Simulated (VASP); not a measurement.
# CoSi16 (a cell with a defect) in VASP: single point with PBEsol

Aim: the single point of CoSi16 (a cell with a defect) with PBEsol.

Everything below comes from runs of VASP 6.6.1. Logs are shortened: lines on timing, memory, paths and dates and some standing lists are left out, and cuts for length are marked.

## (1) The cell of the first run

The cell holds a defect, 17 atoms: a = 7.685 Å, b = 7.685 Å, c = 7.685 Å, α = 60.00°, β = 60.00°, γ = 60.00°.

## (2) Single point, PBEsol, collinear spin, ferromagnetic start

File INCAR:

```
SYSTEM = CoSi16
PREC = Accurate
ENCUT = 520
EDIFF = 1E-6
ISMEAR = 0
SIGMA = 0.02
LREAL = Auto
LASPH = .True.
NELM = 150
ALGO = Normal
ISIF = 2
LWAVE = .False.
LCHARG = .False.
ISPIN = 2
MAGMOM = 0 0 0 0 0 0 0 0 0 0 0 0 0 0 0 0 0.87
LORBIT = 11
LMAXMIX = 4
GGA = PS
NBANDS = 54
```

File KPOINTS:

```
regular mesh
0
Gamma
  3 3 3
  0 0 0
```

File POSCAR:

```
CoSi16
1.0
    0.0000000000      5.4338342048     -5.4338342048
    5.4338342048      5.4338342048      0.0000000000
    5.4338342048      0.0000000000     -5.4338342048
Si Co
16 1
Direct
    0.1220082312      0.1234972350      0.1283904649
    0.1220731945      0.6254902840      0.1284511955
    0.6238416323      0.1236117950      0.1285103619
    0.6343924695      0.6357467618      0.0938724813
    0.1204872978      0.1221077006      0.6346951103
    0.1338046898      0.6214649496      0.6226896833
    0.6198513560      0.1353481671      0.6227848279
    0.6198082925      0.6213970417      0.6229156747
    0.2602870177      0.7430840449      0.2529516817
    0.2449186799      0.2466220811      0.2611484721
    0.7416101317      0.7432205967      0.2531791454
    0.7415305378      0.2616877782      0.2530461822
    0.2463110668      0.7477695025      0.7573855486
    0.2463452048      0.2479556698      0.7573307990
    0.7600107667      0.7615676784      0.7163024033
    0.7461501119      0.2478999081      0.7574380897
   -0.0924494530     -0.0909727793      0.2739986065
```

Potentials or basis: VASP PAW PBE potentials, release 64 (Si, Co).

The run is started by

```
$ cat potpaw_PBE.64/Si/POTCAR potpaw_PBE.64/Co/POTCAR > POTCAR
$ mpirun -np 1 vasp_std > vasp.out
```

OUTCAR:

```text
SYSTEM = CoSi16
   PREC = Accurate
   ENCUT = 520
   EDIFF = 1E-6
   ISMEAR = 0
   LREAL = Auto
   LASPH = .True.
   NELM = 150
   ISIF = 2
   ISPIN = 2
   LORBIT = 11
   GGA = PS

 ion  position               nearest neighbor table
   1  0.122  0.123  0.128-  14 2.33  10 2.38   9 2.39  12 2.39  17 2.39
   2  0.122  0.625  0.128-  13 2.33  10 2.38   9 2.39  11 2.39  17 2.39
   3  0.624  0.124  0.129-  16 2.33  10 2.38  12 2.39  11 2.39  17 2.39
   4  0.634  0.636  0.094-  11 2.36  12 2.36   9 2.36  15 2.37
   5  0.120  0.122  0.635-  10 2.34  16 2.35  13 2.35  14 2.35
   6  0.134  0.621  0.623-   9 2.32  13 2.35  14 2.35  15 2.35
   7  0.620  0.135  0.623-  12 2.32  14 2.35  16 2.35  15 2.35
   8  0.620  0.621  0.623-  11 2.32  13 2.35  16 2.35  15 2.35
   9  0.260  0.743  0.253-  17 2.30   6 2.32   4 2.36   2 2.39   1 2.39
  10  0.245  0.247  0.261-   5 2.34   1 2.38   2 2.38   3 2.38
  11  0.742  0.743  0.253-  17 2.30   8 2.32   4 2.36   3 2.39   2 2.39
  12  0.742  0.262  0.253-  17 2.30   7 2.32   4 2.36   3 2.39   1 2.39
  13  0.246  0.748  0.757-   2 2.33   8 2.35   6 2.35   5 2.35
  14  0.246  0.248  0.757-   1 2.33   7 2.35   6 2.35   5 2.35
  15  0.760  0.762  0.716-   8 2.35   7 2.35   6 2.35   4 2.37  17 2.78
  16  0.746  0.248  0.757-   3 2.33   8 2.35   7 2.35   5 2.35
  17  0.908  0.909  0.274-  11 2.30  12 2.30   9 2.30   1 2.39   2 2.39   3 2.39  15 2.78

  LATTYP: Found a face centered cubic cell.
 ALAT       =    10.8676684096

  Lattice vectors:

 A1 = (   0.0000000000,   5.4338342048,  -5.4338342048)
 A2 = (   5.4338342048,   5.4338342048,   0.0000000000)
 A3 = (   5.4338342048,   0.0000000000,  -5.4338342048)

Analysis of symmetry for initial positions (statically):
=====================================================================
 Subroutine PRICEL returns:
 Original cell was already a primitive cell.

 Routine SETGRP: Setting up the symmetry group for a
 face centered cubic supercell.

 Subroutine GETGRP returns: Found  1 space group operations
 (whereof  1 operations were pure point group operations)
 out of a pool of 48 trial point group operations.

The static configuration has the point symmetry C_1 .

Analysis of symmetry for dynamics (positions and initial velocities):
=====================================================================
 Subroutine PRICEL returns:
 Original cell was already a primitive cell.

 Routine SETGRP: Setting up the symmetry group for a
 face centered cubic supercell.

 Subroutine GETGRP returns: Found  1 space group operations
 (whereof  1 operations were pure point group operations)
 out of a pool of 48 trial point group operations.

The dynamic configuration has the point symmetry C_1 .

Analysis of structural, dynamic, and magnetic symmetry:
[... 178 lines left out ...]

 E-fermi :   6.3680     XC(G=0):  -9.8230

 val. band max:        6.3484432294   @ k =   0.3333   0.3333   0.3333
 cond. band min:       6.3707352613   @ k =   0.0000   0.0000   0.3333
 fundamental gap:      0.0222920319
 Fermi energy:         6.3680404722

 spin component 1

 k-point     1 :       0.0000    0.0000    0.0000
  band No.  band energies     occupation
      1      -5.9734      1.00000
      2      -3.6226      1.00000
      3      -3.6182      1.00000
      4      -3.6177      1.00000
      5      -3.4997      1.00000
      6      -1.9440      1.00000
[... 703 lines left out ...]
     47       9.6619      0.00000
     48       9.7167      0.00000
 Fermi energy:         6.3680404722

 spin component 2

 k-point     1 :       0.0000    0.0000    0.0000
  band No.  band energies     occupation
      1      -5.9636      1.00000
      2      -3.6108      1.00000
      3      -3.6077      1.00000
      4      -3.6075      1.00000
      5      -3.4921      1.00000
      6      -1.9335      1.00000
[... 703 lines left out ...]
     47       9.6716      0.00000
     48       9.7238      0.00000
 [bands above 48 left out]

------------------------ aborting loop because EDIFF is reached ----------------------------------------

  FORCE on cell =-STRESS in cart. coord.  units (eV):
  Direction    XX          YY          ZZ          XY          YZ          ZX
  --------------------------------------------------------------------------------------
  -------------------------------------------------------------------------------------
  Total        0.1556063      0.1807111      0.1393512     -1.5434905      1.5439261     -1.5451294
  in kB        0.7769421      0.9022904      0.6957802     -7.7066458      7.7088208     -7.7148288
  external PRESSURE =       0.7916709 kB  Pullay stress =       0.0000000 kB

 VOLUME and BASIS-vectors are now :
 -----------------------------------------------------------------------------
  energy-cutoff  :      520.00
  volume of cell :      320.88
      direct lattice vectors                 reciprocal lattice vectors
     0.000000000  5.433834205 -5.433834205    -0.092016057  0.092016057 -0.092016057
     5.433834205  5.433834205  0.000000000     0.092016057  0.092016057  0.092016057
     5.433834205  0.000000000 -5.433834205     0.092016057 -0.092016057 -0.092016057

 POSITION                                       TOTAL-FORCE (eV/Angst)
 -----------------------------------------------------------------------------------
      1.36872      1.33404     -1.36062        -0.004674     -0.004641      0.002689
      4.09679      4.06214     -1.36131         0.004860      0.004764      0.001163
      1.36999      4.06154     -4.08816        -0.001678      0.004499     -0.004313
      3.96463      6.90173     -3.95727        -0.014164      0.016441      0.011027
      4.11234      1.31822     -4.10354        -0.015028      0.015572      0.014433
      6.76053      4.10401     -4.11067        -0.007205      0.007984     -0.006026
[... 9 lines left out ...]
      5.46284      5.40150     -8.17025        -0.007285      0.007070     -0.007904
      6.42837      9.87098     -6.42034         0.105965     -0.106263     -0.104966
 -----------------------------------------------------------------------------------
    total drift:                                0.002454     -0.002978     -0.004394

  FREE ENERGIE OF THE ION-ELECTRON SYSTEM (eV)
  ---------------------------------------------------
  free  energy   TOTEN  =       -98.5548158316 eV

  energy  without entropy=      -98.5536021427  energy(sigma->0) =      -98.55420899

 total charge

# of ion       s       p       d       tot
------------------------------------------
    1        0.743   0.931   0.000   1.674
    2        0.743   0.931   0.000   1.674
    3        0.743   0.931   0.000   1.674
    4        0.769   0.889   0.000   1.659
    5        0.752   0.940   0.000   1.692
    6        0.757   0.932   0.000   1.689
[... 9 lines left out ...]
   16        0.756   0.940   0.000   1.696
   17        0.409   0.460   7.642   8.511
--------------------------------------------------
tot         12.442  15.364   7.642  35.448

 magnetization (x)

# of ion       s       p       d       tot
------------------------------------------
    1        0.000   0.007   0.000   0.007
    2        0.000   0.007   0.000   0.008
    3        0.000   0.007   0.000   0.008
    4       -0.000   0.005   0.000   0.005
    5       -0.000   0.000   0.000   0.000
    6       -0.000   0.002   0.000   0.002
[... 9 lines left out ...]
   16       -0.000   0.001   0.000   0.001
   17        0.000   0.001   0.120   0.121
--------------------------------------------------
tot          0.001   0.060   0.120   0.180
```

OSZICAR:

```text
N       E                     dE             d eps       ncg     rms          rms(c)
DAV:   1     0.253951491259E+03    0.25395E+03   -0.27470E+04  3024   0.114E+03
DAV:   2    -0.720891344122E+02   -0.32604E+03   -0.30411E+03  3222   0.205E+02
[... 10 lines left out ...]
DAV:  13    -0.985551092126E+02   -0.28683E-03   -0.14696E-02  4046   0.492E-01    0.348E-01
DAV:  14    -0.985549450444E+02    0.16417E-03   -0.75530E-04  4308   0.154E-01    0.233E-01
DAV:  15    -0.985548076975E+02    0.13735E-03   -0.13086E-03  4580   0.208E-01    0.629E-02
DAV:  16    -0.985548360280E+02   -0.28330E-04   -0.10480E-04  4128   0.515E-02    0.555E-02
DAV:  17    -0.985548286914E+02    0.73366E-05   -0.12047E-05  4012   0.238E-02    0.422E-02
DAV:  18    -0.985548167586E+02    0.11933E-04   -0.34980E-05  4080   0.423E-02    0.113E-02
DAV:  19    -0.985548158316E+02    0.92699E-06   -0.53875E-06  3100   0.113E-02
   1 F= -.98554816E+02 E0= -.98554209E+02  d E =-.121369E-02  mag=     0.2583
```

stdout:

```text
POSCAR found type information on POSCAR SiCo
 POSCAR found :  2 types and      17 ions
 scaLAPACK will be used
 -----------------------------------------------------------------------------
|                                                                             |
|                                                                             |
|     You enforced a specific xc type in the INCAR file but a different       |
|     I HOPE YOU KNOW WHAT YOU ARE DOING!                                     |
|                                                                             |
 -----------------------------------------------------------------------------

 LDA part: xc-table for (Slater+PW92), standard interpolation
 POSCAR, INCAR and KPOINTS ok, starting setup
 FFT: planning ... GRIDC
 FFT: planning ... GRID_SOFT
 FFT: planning ... GRID
 WAVECAR not read
 entering main loop
```

Wall time 12 min (1 thread of Intel Xeon 6975P-C (Granite Rapids), shared host); peak memory 0.79 GiB.

Results:

| Item | Value |
| --- | --- |
| Free energy | -98.5548 eV |
| Pressure | 0.1 GPa |
| Largest force | 0.183 eV/Å |
| Net moment | 0.26 μB per cell |
| Site moments | Si +0.01, +0.00 (each value once); Co +0.12 μB |
| Valence electrons inside the program's atomic spheres | Si 1.67, 1.66, 1.69, 1.70, 1.68 (each value once); Co 8.51 |

Forces on the atoms (eV/Å):
```
Si  -0.005 -0.005  0.003
Si   0.005  0.005  0.001
Si  -0.002  0.004 -0.004
Si  -0.014  0.016  0.011
Si  -0.015  0.016  0.014
Si  -0.007  0.008 -0.006
Si   0.006  0.006  0.007
Si  -0.005 -0.006  0.006
Si  -0.021  0.018 -0.011
Si  -0.017  0.014  0.019
Si  -0.018 -0.012  0.020
Si   0.011  0.017  0.022
Si   0.008  0.007  0.007
Si  -0.007 -0.008  0.007
Si  -0.018  0.018  0.018
Si  -0.007  0.007 -0.008
Co   0.106 -0.106 -0.105
```

Levels at points of the mesh, in eV from the Fermi level:
Spin up:
| k point | band 35 | band 36 | band 37 | band 38 | band 39 | band 40 |
| --- | --- | --- | --- | --- | --- | --- |
| (0.00, 0.00, 0.00) | -0.42 | -0.13 | 0.11 | 0.12 | 0.45 | 0.46 |
Spin down:
```csv
k point,band 33,band 34,band 35,band 36,band 37,band 38,band 39,band 40
"(0.00, 0.00, 0.00)",-0.41,-0.41,-0.41,-0.12,0.14,0.14,0.47,0.47
```

Caveat: the PAW data sets were made with another functional, which shifts forces and pressure a little.
